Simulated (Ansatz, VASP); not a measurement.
## NaI: VASP beside Ansatz

The input POSCAR:

```
NaI
1.0
    0.0000000000      3.6555108415      3.3263808726
    3.6555108415      0.0000000000      3.3263808726
    3.6555108415      3.6555108415      0.0000000000
Na I
1 1
Direct
    0.0000000000      0.0000000000      0.0000000000
    0.2500000000      0.2500000000      0.2500000000
```

The input INCAR.step1:

```
SYSTEM = NaI
ALGO     = Normal         ! electronic algorithm
EDIFF    = 1E-4           ! SCF threshold, eV
ENCUT    = 520            ! plane-wave cutoff, eV
GGA      = PE             ! functional
ISMEAR   = 0              ! smearing method
LASPH    = .True.         ! aspherical terms in the spheres
LCHARG   = .False.        ! write CHGCAR
LREAL    = .False.        ! projectors in reciprocal space
LWAVE    = .True.         ! write WAVECAR
NBANDS   = 14             ! bands
NELM     = 80             ! most SCF steps
PREC     = Accurate       ! precision mode
SIGMA    = 0.01           ! smearing width, eV
```

INCAR.step2

```
SYSTEM = NaI
ALGO     = Normal         ! electronic algorithm
EDIFF    = 1E-6           ! SCF threshold, eV
ENCUT    = 520            ! plane-wave cutoff, eV
ISIF     = 2              ! what is computed and relaxed
ISMEAR   = 0              ! smearing method
ISTART   = 1            
LASPH    = .True.         ! aspherical terms in the spheres
LCHARG   = .False.        ! write CHGCAR
LMIXTAU  = .True.       
LREAL    = .False.        ! projectors in reciprocal space
LWAVE    = .False.        ! write WAVECAR
METAGGA  = R2SCAN         ! meta-GGA
NBANDS   = 14             ! bands
NELM     = 80             ! most SCF steps
PREC     = Accurate       ! precision mode
SIGMA    = 0.01           ! smearing width, eV
```

File KPOINTS:

```
k-points
0
Gamma
  6 6 6
  0 0 0
```

Input for Ansatz:

```yaml
crystal:
  lattice:
    - [0.0, 3.6555108415, 3.3263808726]
    - [3.6555108415, 0.0, 3.3263808726]
    - [3.6555108415, 3.6555108415, 0.0]
  atoms:
    - { symbol: Na, position: [0.0, 0.0, 0.0] }
    - { symbol: I, position: [0.25, 0.25, 0.25] }
kpoints:
  mp_grid: { grid: [6, 6, 6] }
  band_path:
    path:
      - [0.0, 0.0, 0.0]
      - [-0.5, -0.5, 0.0]
      - [-0.375, -0.375, 0.25]
      - [-0.375, 0.0, 0.375]
      - [0.0, 0.0, 0.5]
      - [-0.5, -0.25, 0.25]
    npoints: 1
hamiltonian:
  xc: r2scan
scf:
  occupations: { method: fixed }
  n_extra_bands: 4
output:
  forces: true
  stress: true
  eigenvalues: true
```

Change from the starting cell: epitaxial_xy strain +3.2%.

Alike in both runs: task single point; functional r2SCAN; k mesh 6 × 6 × 6; no spin polarisation.

```csv
,VASP,Ansatz
version,VASP 6.6.1,Ansatz 0.2.0
potentials or method,"VASP PAW PBE potentials, release 64 (Na_pv, I)","plane waves, PAW"
plane-wave cutoff (eV),520,500
occupations,"gaussian, width 0.01 eV",fixed
valence electrons in the cell,14,26
```

```csv
,VASP,Ansatz,Ansatz less VASP
gap on the k mesh at the Fermi level (eV),4.35,4.35,-0.005
pressure (GPa),-0.1,0.0,+0.06
```

VASP's potentials were made for PBE, not for r2SCAN. VASP's potentials hold 14 valence electrons a cell and Ansatz's 26, so a difference there can come from the potentials and not from the codes.

Spin-orbit coupling is off throughout.
